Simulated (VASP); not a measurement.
Set up this calculation in VASP 6.6.1, as the native input.

| Property | Result |
| --- | --- |
| Task | single point |
| Functional | PBE exchange alone |
| Potentials or basis | VASP PAW PBE potentials, release 64 (Ag) |
| Cutoff | 520 eV |
| k mesh | 11 × 11 × 11 |
| Occupations | methfessel-paxton, width 0.15 eV |
| Spin | non-collinear spin, zero start, spin-orbit coupling |
| Starting moments | [[0.0, 0.0, 0.0]] μB |
| Dipole correction | no |
| Further INCAR settings | ALGO = Normal; EDIFF = 1e-06; NBANDS = 22 |

The structure of Ag lies in POSCAR:

```
Ag
1.0
    0.0000000000      1.8706920152      1.8706920152
    1.8706920152      0.0000000000      1.8706920152
    1.8706920152      1.8706920152      0.0000000000
Ag
1
Direct
    0.0000000000      0.0000000000      0.0000000000
```

These files were run (other wordings do the same):

INCAR

```
AGGAC = 0.0
ALDAC = 0.0
ALGO = Normal
EDIFF = 1E-6
ENCUT = 520
GGA = PE
GGA_COMPAT = False
ISIF = 2
ISMEAR = 1
LASPH = True
LCHARG = False
LMAXMIX = 4
LORBIT = 11
LORBMOM = True
LREAL = False
LSORBIT = True
LWAVE = False
MAGMOM = 0 0 0
NBANDS = 22
NELM = 150
PREC = Accurate
SIGMA = 0.15
```

KPOINTS

```
k-points
0
Gamma
  11 11 11
```

Potentials or basis: VASP PAW PBE potentials, release 64 (Ag).

Run with:

```sh
$ cat potpaw_PBE.64/Ag/POTCAR > POTCAR
$ mpirun -np 1 vasp_ncl > vasp.out
```

It gave:

```
Pressure                                              : 98.5 GPa
Net moment                                            : 0.00 μB per cell
Valence electrons inside the program's atomic spheres : Ag 10.30
```

Caveat: the cell stands under pressure.

Wall time 40 s on 1 thread of Intel(R) Xeon(R) Platinum 8488C (Sapphire Rapids) (shared host), peak memory 0.17 GiB.
